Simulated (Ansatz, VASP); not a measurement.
Mg5ZnS6 in VASP and in Ansatz

```
CELL_PARAMETERS angstrom
3.84567 0.00000 0.00000
-1.92284 3.33045 0.00000
0.00000 0.00000 18.83988
ATOMIC_POSITIONS crystal
Mg 0.33333 0.66667 0.83333
Mg 0.00000 0.00000 0.00000
Mg 0.66667 0.33333 0.16667
Mg 0.33333 0.66667 0.33333
Mg 0.66667 0.33333 0.66667
Zn 0.00000 0.00000 0.50000
S 0.66667 0.33333 0.91667
S 0.33333 0.66667 0.08333
S 0.00000 0.00000 0.25000
S 0.66667 0.33333 0.41667
S 0.33333 0.66667 0.58333
S 0.00000 0.00000 0.75000
```

Alike in both runs: task relaxation of cell and atoms; functional PBE; k mesh 6 × 6 × 1; occupations gaussian, width 0.1 eV; no spin polarisation.

|  | VASP | Ansatz |
| --- | --- | --- |
| version | VASP 6.6.1 | Ansatz 0.2.0 |
| potentials or method | VASP PAW PBE potentials, release 64 (Mg, Zn, S), cutoff 600 eV | scalar-relativistic, plane waves, PAW |
| valence electrons in the cell | 58 | 98 |

```csv
,VASP,Ansatz,Ansatz less VASP
"gap on the k mesh at the Fermi level, each at its own relaxed structure (eV)",1.84,1.86,+0.018
relaxed volume (Å³/atom),17.64,17.68,+0.038
relaxed cell length with the largest relative difference (Å),3.683,3.686,+0.0032
```

VASP's potentials hold 58 valence electrons a cell and Ansatz's 98, so a difference there can come from the potentials and not from the codes.
